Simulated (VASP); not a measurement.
Set up this calculation in VASP 6.6.1, as the native input.

```yaml
Task: single point
Functional: PBE
Potentials_or_basis: VASP PAW PBE potentials, release 64 (Al, N, Ge_d)
Cutoff: 520 eV
k_mesh: 1 × 1 × 1, shifted
Occupations: gaussian, width 0.01 eV
Spin: collinear spin
Fixed_moment: 1 μB
Dipole_correction: no
Further_INCAR_settings: LREAL = Auto; ALGO = Normal; EDIFF = 1e-06; NBANDS = 94
```

The structure of Al16GeN15 (a cell with a defect) (Ge_N) lies in POSCAR:

```
Al16GeN15
1.0
    6.2595139128      0.0000000578      0.0000000000
   -3.1297570064      5.4208980350      0.0000000000
    0.0000000000      0.0000000000     10.0348065929
Al N Ge
16 15 1
Direct
    0.3365974969      0.1641300680      0.2508872211
    0.1654214354      0.3351039628      0.4996379740
    0.3300501695      0.1704077432      0.7566114145
    0.1671075624      0.3329065836      1.0076988138
    0.3377561039      0.6707872859      0.2510672104
    0.1976745382      0.8596131266      0.5157978162
    0.3295551795      0.6598556623      0.7563798557
    0.1767633944      0.8373221349      0.9924227165
    0.8298035288      0.1629139375      0.2509801195
    0.6415500797      0.3033968960      0.5156702751
    0.8403897577      0.1706854962      0.7564860025
    0.6628289466      0.3235369761      0.9924838078
    0.8387342819      0.6620282557      0.1982992076
    0.6486042192      0.8519611228      0.5208869146
    0.8337435705      0.6667873591      0.7483720423
    0.6638208464      0.8362304949      0.9943100494
    0.3305795285      0.1705659367      0.4410899601
    0.1687351764      0.3319418493      0.1963459980
    0.3291880173      0.1709876124      0.9407716558
    0.1675620216      0.3323121789      0.6897602151
    0.3317729273      0.6746934330      0.4438784968
    0.1855237155      0.8385580052      0.1767993643
    0.3297908521      0.6596088213      0.9407371748
    0.1761770902      0.8369102707      0.7024272392
    0.8257793510      0.1684882409      0.4437520351
    0.6621257815      0.3154032747      0.1768674652
    0.8402059283      0.1701574900      0.9408742846
    0.6636194745      0.3241888841      0.7024194396
    0.6653190574      0.8352986270      0.1810346160
    0.8330607386      0.6671099556      0.9428432072
    0.6640334863      0.8361281826      0.7043379302
    0.8317062490      0.6696643654      0.4199801895
```

One way to write it, as run:

INCAR

```
PREC = Accurate
ENCUT = 520
EDIFF = 1E-6
ISMEAR = 0
SIGMA = 0.01
LREAL = Auto
LASPH = True
NELM = 150
ALGO = Normal
ISIF = 2
LWAVE = False
LCHARG = True
ISPIN = 2
MAGMOM = 0 0 0 0 0 0.01 0 0 0 0.01 0 0 0 0.03 0 0 0 0 0 0 0.09 0 0 0.01 0.09 0 0 0.01 0.04 0 0.01 0.18
LORBIT = 11
NUPDOWN = 1.0
GGA = PE
LELF = True
LVHAR = True
NBANDS = 94
```

KPOINTS

```
Automatic mesh
0
Gamma
  1 1 1
  0.25 0.25 0.25
```

Potentials or basis: VASP PAW PBE potentials, release 64 (Al, N, Ge_d).

Launch:

```console
$ cat potpaw_PBE.64/Al/POTCAR potpaw_PBE.64/N/POTCAR potpaw_PBE.64/Ge_d/POTCAR > POTCAR
$ mpirun -np 1 vasp_std > vasp.out
```

It gave:

```json
{
 "Pressure": "10.5 GPa",
 "Largest force": "0.562 eV/Å",
 "Net moment": "1.00 μB per cell",
 "Site moments": "Al -0.00, +0.00, +0.03; N +0.04, -0.00, +0.00, +0.06, +0.01, +0.03; Ge +0.31 μB",
 "Valence electrons inside the program's atomic spheres": "Al 0.78, 0.79, 0.83, 0.81, 0.89, 0.85, 0.88, 0.82; N 3.87, 3.84, 3.88, 3.85, 3.83, 3.86, 3.82; Ge 12.96"
}
```

Caveat: the k points lie up to 1.16 Å⁻¹ apart; the total moment is fixed, so each spin has its own Fermi level.

It took 6.1 min on 1 thread of Intel(R) Xeon(R) 6975P-C (Granite Rapids) (shared host), peak memory 0.71 GiB.
